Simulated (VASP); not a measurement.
Input of a VASP 6.6.1 run:

Contents of INCAR:

```
ALGO = Normal ; EDIFF = 1E-7
ENCUT = 520 ; GGA = PE
ISIF = 2 ; ISMEAR = -1
LASPH = T ; LCHARG = F
LREAL = F ; LWAVE = F
NBANDS = 20 ; NELM = 60
PREC = Accurate ; SIGMA = 0.05
```

The input KPOINTS:

```
k-points
0
Gamma
  10 10 10
```

The input POSCAR:

```
Nb
1.0
    3.3112325465      0.0000000000      0.0000000000
    0.0000000000      3.3112325465      0.0000000000
    0.0000000000      0.0000000000      3.3112325465
Nb
2
Direct
    0.0000000000      0.0000000000      0.0000000000
    0.5000000000      0.5000000000      0.5000000000
```

Potentials or basis: VASP PAW PBE potentials, release 64 (Nb_sv).

Run with:

```console
$ cat potpaw_PBE.64/Nb_sv/POTCAR > POTCAR
$ mpirun -np 1 vasp_std > vasp.out
```

**Question.** What does it give for the pressure?

**Answer.** -0.5 GPa.

**Question.** Estimate the band gap on the k mesh.

**Answer.** Zero (bands 13 and 14 overlap by 3.33 eV).
